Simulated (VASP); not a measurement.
# TaAs (I4_1md) in VASP: electric field gradients with PBE

Aim: the electric field gradients of TaAs with PBE.

Program: VASP 6.6.1. These are calculated values, not measurements. Logs are shortened: lines on timing, memory, paths and dates and some standing lists are left out, and cuts for length are marked.

## (1) The cell of the first run

Symmetry: I4_1md, No. 109, tetragonal system. Conventional cell: a = 3.463 Å, b = 3.463 Å, c = 11.736 Å, α = 90.00°, β = 90.00°, γ = 90.00°. Ta (site symmetry 2mm) has 6 As at 2.62 to 2.63 Å and 8 Ta at 3.41 to 3.46 Å within 3.5 Å. Within 3.5 Å of As (site symmetry 2mm) lie 6 Ta at 2.62 to 2.63 Å and 8 As at 3.41 to 3.46 Å.

## (2) Electric field gradients, PBE

INCAR reads:

```
SYSTEM = TaAs
  ALGO = Normal
  EDIFF = 1E-8
  ENCUT = 520
  GGA = PE
  ISIF = 2
  ISMEAR = 0
  LASPH = .True.
  LCHARG = .False.
  LEFG = .True.
  LREAL = .False.
  LWAVE = .False.
  NBANDS = 24
  NELM = 100
  PREC = Accurate
  SIGMA = 0.05
```

KPOINTS reads:

```
k-points
0
Gamma
  16 16 16
  0 0 0
```

POSCAR reads:

```
TaAs
1.0
   -1.7313527948      1.7313527948      5.8680907028
    1.7313527948     -1.7313527948      5.8680907028
    1.7313527948      1.7313527948     -5.8680907028
Ta As
2 2
Direct
    0.5001693557      1.0001693557      0.5000000000
    0.7501693557      0.7501693557      0.0000000000
    0.0824300643      0.5824300643      0.5000000000
    0.3324300643      0.3324300643      0.0000000000
```

Potentials or basis: VASP PAW PBE potentials, release 64 (Ta_pv, As).

The run is started by

```bash
$ cat potpaw_PBE.64/Ta_pv/POTCAR potpaw_PBE.64/As/POTCAR > POTCAR
$ mpirun -np 1 vasp_std > vasp.out
```

OUTCAR:

```text
SYSTEM = TaAs
   EDIFF = 1E-8
   ENCUT = 520
   GGA = PE
   ISIF = 2
   ISMEAR = 0
   LASPH = .True.
   LREAL = .False.
   NELM = 100
   PREC = Accurate

 ion  position               nearest neighbor table
   1  0.500  0.000  0.500-   4 2.62   4 2.62   3 2.63   3 2.63   3 2.63   3 2.63   2 3.41   2 3.41
                             2 3.41   2 3.41
   2  0.750  0.750  0.000-   3 2.62   3 2.62   4 2.63   4 2.63   4 2.63   4 2.63   1 3.41   1 3.41
                             1 3.41   1 3.41
   3  0.082  0.582  0.500-   2 2.62   2 2.62   1 2.63   1 2.63   1 2.63   1 2.63
   4  0.332  0.332  0.000-   1 2.62   1 2.62   2 2.63   2 2.63   2 2.63   2 2.63

  LATTYP: Found a body centered tetragonal cell.
 ALAT       =     3.4627055896
 C/A-ratio  =     3.3893096314

  Lattice vectors:

 A1 = (  -1.7313527948,   1.7313527948,   5.8680907028)
 A2 = (   1.7313527948,  -1.7313527948,   5.8680907028)
 A3 = (   1.7313527948,   1.7313527948,  -5.8680907028)

Analysis of symmetry for initial positions (statically):
=====================================================================
 Subroutine PRICEL returns:
 Original cell was already a primitive cell.

 Routine SETGRP: Setting up the symmetry group for a
 body centered tetragonal supercell.

 Subroutine GETGRP returns: Found  8 space group operations
 (whereof  4 operations were pure point group operations)
 out of a pool of 16 trial point group operations.

The static configuration has the point symmetry C_2v.
 The point group associated with its full space group is C_4v.

Analysis of symmetry for dynamics (positions and initial velocities):
=====================================================================
 Subroutine PRICEL returns:
 Original cell was already a primitive cell.

 Routine SETGRP: Setting up the symmetry group for a
 body centered tetragonal supercell.

 Subroutine GETGRP returns: Found  8 space group operations
 (whereof  4 operations were pure point group operations)
 out of a pool of 16 trial point group operations.

The dynamic configuration has the point symmetry C_2v.
 The point group associated with its full space group is C_4v.

 Subroutine INISYM returns: Found  8 space group operations
 (whereof  4 operations are pure point group operations),
 and found     1 'primitive' translations

----------------------------------------------------------------------------------------

                                     Primitive cell

  volume of cell :      70.3603

  direct lattice vectors                    reciprocal lattice vectors
    -1.731352795  1.731352795  5.868090703     0.000000000  0.288791517  0.085206590
     1.731352795 -1.731352795  5.868090703     0.288791517  0.000000000  0.085206590
     1.731352795  1.731352795 -5.868090703     0.288791517  0.288791517  0.000000000

  length of vectors
     6.358431685  6.358431685  6.358431685     0.301099159  0.301099159  0.408412880

  position of ions in fractional coordinates (direct lattice)
     0.500169356  0.000169356  0.500000000
     0.750169356  0.750169356  0.000000000
     0.082430064  0.582430064  0.500000000
     0.332430064  0.332430064  0.000000000

  ion indices of the primitive-cell ions
   primitive index   ion index
                 1           1
                 2           2
                 3           3
                 4           4

----------------------------------------------------------------------------------------

 KPOINTS: k-points

Automatic generation of k-mesh.
 Grid dimensions read from file:
 generate k-points for:   16   16   16

 Generating k-lattice:

  Cartesian coordinates                     Fractional coordinates (reciprocal lattice)
     0.000000000  0.018049470  0.005325412     0.062500000  0.000000000 -0.000000000
     0.018049470  0.000000000  0.005325412     0.000000000  0.062500000 -0.000000000
     0.018049470  0.018049470  0.000000000     0.000000000  0.000000000  0.062500000

  Length of vectors
     0.018818697  0.018818697  0.025525805

[... 37 lines left out ...]
   total plane-waves  NPLWV = 110592
   dimension x,y,z NGX =    48 NGY =   48 NGZ =   48
   dimension x,y,z NGXF=    96 NGYF=   96 NGZF=   96
   ions per type =               2   2
   NGX,Y,Z   is equivalent  to a cutoff of  12.55, 12.55, 12.55 a.u.
   NGXF,Y,Z  is equivalent  to a cutoff of  25.10, 25.10, 25.10 a.u.
 SYSTEM =  TaAs
   PREC   = accura    normal or accurate (medium, high low for compatibility)
   ISTART =      0    job   : 0-new  1-cont  2-samecut
   ICHARG =      2    charge: 1-file 2-atom 10-const
   ISPIN  =      1    spin polarized calculation?
   LNONCOLLINEAR =      F non collinear calculations
   LSORBIT =      F    spin-orbit coupling
   LASPH  =      T    aspherical Exc in radial PAW
   ENCUT  =  520.0 eV  38.22 Ry    6.18 a.u.  11.82 11.82 11.82*2*pi/ulx,y,z
   NELM   =    100;   NELMIN=  2; NELMDL= -5     # of ELM steps
   EDIFF  = 0.1E-07   stopping-criterion for ELM
   LREAL  =      F    real-space projection
   EDIFFG = 0.1E-06   stopping-criterion for IOM
   NSW    =      0    number of steps for IOM
   IBRION =     -1    ionic relax: 0-MD 1-quasi-New 2-CG
   NFREE  =      0    steps in history (QN), initial steepest desc. (CG)
   ISIF   =      2    stress and relaxation
   ISYM   =      2    0-nonsym 1-usesym 2-fastsym
   POTIM  = 0.5000    time-step for ionic-motion
   TEBEG  =    0.0;   TEEND  =   0.0 temperature during run
   PSTRESS=    0.0 pullay stress
   NELECT =      32.0000    total number of electrons
   NUPDOWN=      -1.0000    fix difference up-down
   EMIN   =  10.00;   EMAX   =-10.00  energy-range for DOS
   EFERMI =   0.00;   METHOD = LEGACY
   ISMEAR =     0;   SIGMA  =   0.05  broadening in eV -4-tet -1-fermi 0-gaus
   EFERMI_NEDOS =   21; number of points for ismear=-14 and -15
   IALGO  =     38    algorithm
   IMIX   =      4    mixing-type and parameters
     AMIX     =   0.40;   BMIX     =  1.00
     AMIX_MAG =   1.60;   BMIX_MAG =  1.00
  volume/ion in A,a.u.               =      17.59       118.70
  Fermi-wavevector in a.u.,A,eV,Ry     =   1.258970  2.379109 21.565321  1.585006
  Thomas-Fermi vector in A             =   2.392553
   LORBIT       =      0    0 simple, 1 ext, 2 COOP (PROOUT), +10 PAW based schemes
   GGA     = PE    functional components
   LHFCALC =     F    Hartree Fock is set to
   AEXX    =    0.0000 exact exchange contribution
   IVDW    =     0    specifies the selected vdW correction
   LEPSILON=     F    determine dielectric tensor
   LRPA    =     F    only Hartree local field effects (RPA)
 non-spin polarized calculation
 Gauss-broadening in eV      SIGMA  =   0.05
  energy-cutoff  :      520.00
  volume of cell :       70.36
 maximum number of plane-waves:      1930
   NGX = 23   NGY = 23   NGZ = 23

 number of electron      32.0000002 magnetization

 Free energy of the ion-electron system (eV)
  ---------------------------------------------------
  ext. energy  EPLUGINS =         0.00000000
  ---------------------------------------------------
  free energy    TOTEN  =       -35.11695230 eV

  energy without entropy =      -35.11645646  energy(sigma->0) =      -35.11670438

 E-fermi :   6.8771     XC(G=0): -11.8558

 val. band max:        6.8712820184   @ k =  -0.3125   0.4375   0.3125
 cond. band min:       6.8839373189   @ k =  -0.1875   0.3125   0.1875
 fundamental gap:      0.0126553005
 Fermi energy:         6.8771033402

 k-point     1 :       0.0000    0.0000    0.0000
  band No.  band energies     occupation
      1     -28.1315      2.00000
      2     -28.1009      2.00000
      3     -28.1009      2.00000
      4     -27.9556      2.00000
      5     -27.9556      2.00000
      6     -27.9020      2.00000
[... 637 lines left out ...]
     23      10.7162      0.00000
     24      10.7645      0.00000

 [... further k-points ...]
[... 5 lines left out ...]
  --------------------------------------------------------------------------------------
  -------------------------------------------------------------------------------------
  Total        0.2061103      0.2061103      0.1538860      0.0000000      0.0000000      0.0000000
  in kB        4.6933422      4.6933422      3.5041431      0.0000000      0.0000000      0.0000000
  external PRESSURE =       4.2969425 kB  Pullay stress =       0.0000000 kB

 VOLUME and BASIS-vectors are now :
 -----------------------------------------------------------------------------
  energy-cutoff  :      520.00
  volume of cell :       70.36
      direct lattice vectors                 reciprocal lattice vectors
    -1.731352795  1.731352795  5.868090703     0.000000000  0.288791517  0.085206590
     1.731352795 -1.731352795  5.868090703     0.288791517  0.000000000  0.085206590
     1.731352795  1.731352795 -5.868090703     0.288791517  0.288791517  0.000000000

 POSITION                                       TOTAL-FORCE (eV/Angst)
 -----------------------------------------------------------------------------------
      0.00000      1.73135      0.00199         0.000000      0.000000      0.002194
      0.00000      0.00000      8.80412        -0.000000     -0.000000      0.002194
      1.73135      0.00000      0.96741        -0.000000      0.000000     -0.002194
      0.00000      0.00000      3.90146         0.000000     -0.000000     -0.002194
 -----------------------------------------------------------------------------------
    total drift:                                0.000000      0.000000     -0.000012

  FREE ENERGIE OF THE ION-ELECTRON SYSTEM (eV)
  ---------------------------------------------------
  free  energy   TOTEN  =       -35.1169523027 eV

  energy  without entropy=      -35.1164564592  energy(sigma->0) =      -35.11670438

 Electric field gradients (V/A^2)
---------------------------------------------------------------------
 ion       V_xx      V_yy      V_zz      V_xy      V_xz      V_yz
---------------------------------------------------------------------
   1      12.208   -18.403     6.195     0.001     0.000     0.000
   2     -18.403    12.208     6.195     0.001     0.000     0.000
   3      -6.887   -12.761    19.648    -0.000    -0.000    -0.000
   4     -12.761    -6.887    19.648    -0.000    -0.000    -0.000
---------------------------------------------------------------------

 Electric field gradients after diagonalization (V/A^2)
 (convention: |V_zz| > |V_xx| > |V_yy|)
----------------------------------------------------------------------
 ion       V_xx      V_yy      V_zz     asymmetry (V_yy - V_xx)/ V_zz
----------------------------------------------------------------------
   1      12.208     6.195   -18.403       0.327
   2      12.208     6.195   -18.403       0.327
   3     -12.761    -6.887    19.648       0.299
   4     -12.761    -6.887    19.648       0.299
----------------------------------------------------------------------

           NMR quadrupolar parameters

 Cq : quadrupolar parameter    Cq=e*Q*V_zz/h
 eta: asymmetry parameters     (V_yy - V_xx)/ V_zz
 Q  : nuclear electric quadrupole moment in mb (millibarn)
----------------------------------------------------------------------
 ion       Cq(MHz)       eta       Q (mb)
----------------------------------------------------------------------
   1      -0.044       0.327       1.000
   2      -0.044       0.327       1.000
   3       0.048       0.299       1.000
   4       0.048       0.299       1.000
----------------------------------------------------------------------
```

It took 8.5 min on 1 thread of Intel Xeon 6975P-C (Granite Rapids), shared host; peak memory 0.71 GiB.

What came out:

```
Free energy            : -35.1170 eV
Pressure               : 0.4 GPa
Band gap on the k mesh : zero (band 16 reaches 6.92 eV, above the bottom of band 17 at 6.86 eV)
```

Forces in eV/Å, atoms in the order of the input:
```
Ta   0.000  0.000  0.002
Ta   0.000  0.000  0.002
As   0.000  0.000 -0.002
As   0.000  0.000 -0.002
```

Electric field gradients, principal values (V/Å²):
```
atom   least   middle  greatest (by size)
1 Ta   6.195   12.208             -18.403
2 Ta   6.195   12.208             -18.403
3 As  -6.887  -12.761              19.648
4 As  -6.887  -12.761              19.648
```

Caveat: without QUAD_EFG the Cq values of the log hold for a quadrupole moment of 1 mb, not for the nuclei; spin-orbit coupling is left out, which moves the levels of the heavy elements.
